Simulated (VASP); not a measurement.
Crystal: Ti.

```xyz
1
Lattice="-1.6518 1.6518 1.6518 1.6518 -1.6518 1.6518 1.6518 1.6518 -1.6518" Properties=species:S:1:pos:R:3 pbc="T T T"
Ti    0.0000    0.0000    0.0000
```

Base run:

```yaml
Program: VASP 6.6.1
Functional: PBE
Potentials_or_basis: VASP PAW PBE potentials, release 64 (Ti_sv)
Cutoff: 520 eV
k_mesh: 22 × 22 × 22
Occupations: gaussian, width 0.15 eV
Spin: collinear spin, ferromagnetic start
Starting_moments: "[0.8] μB"
Fixed_moment: 0.8 μB
```

Its results: pressure -3.1 GPa; site moments Ti +0.56 μB.

Task: The run is repeated on the same cell with these changes: fixed moment from 0.8 μB to 0.1 μB; moments at the start from [0.8] to [0.1]. What comes out?

Result: Pressure -4.4 GPa; site moments Ti +0.07 μB.

Caveats: the total moment is fixed, so each spin has its own Fermi level.
